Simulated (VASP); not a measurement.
Here is a VASP 6.6.1 calculation.

The input INCAR:

```
ALGO     = Normal         # electronic algorithm
EDIFF    = 1E-6           # SCF threshold, eV
ENCUT    = 600            # plane-wave cutoff, eV
GGA_COMPAT= F            
ISIF     = 2              # what is computed and relaxed
ISMEAR   = 0              # smearing method
ISPIN    = 2              # spin polarisation
LASPH    = T              # aspherical terms in the spheres
LCHARG   = F              # write CHGCAR
LDAU     = T              # DFT+U
LDAUJ    = 0 0          
LDAUL    = 2 -1           # shell
LDAUPRINT= 1            
LDAUTYPE = 2            
LDAUU    = 6 0            # U, eV
LMAXMIX  = 4              # l up to which the mixer works
LORBIT   = 11             # projections on sites
LREAL    = F              # projectors in reciprocal space
LWAVE    = F              # write WAVECAR
MAGMOM   = 4.27 -4.27 0 0 # initial moments
NBANDS   = 31             # bands
NELM     = 200            # most SCF steps
PREC     = Accurate       # precision mode
SIGMA    = 0.05           # smearing width, eV
```

The input KPOINTS:

```
k-points
0
Gamma
  7 7 7
```

File POSCAR:

```
MnO
1.0
    2.6723886600      0.0000000000      2.6723886600
    0.0000000000      2.6723886600      2.6723886600
    0.0000000000      0.0000000000      5.3447773200
Mn O
2 2
Direct
    0.0000000000      0.0000000000      0.0000000000
    0.0000000000      0.0000000000      0.5000000000
    0.5000000000      0.5000000000      0.7500000000
    0.5000000000      0.5000000000      0.2500000000
```

Potentials or basis: VASP PAW LDA potentials, release 64 (Mn_pv, O).

The run is started by

```sh
$ cat potpaw_LDA.64/Mn_pv/POTCAR potpaw_LDA.64/O/POTCAR > POTCAR
$ mpirun -np 1 vasp_std > vasp.out
```

(1) What does it give for the net moment?

(2) What does it give for the band gap on the k mesh?

Answers

(1) 0.00 μB per cell.

(2) 2.14 eV.
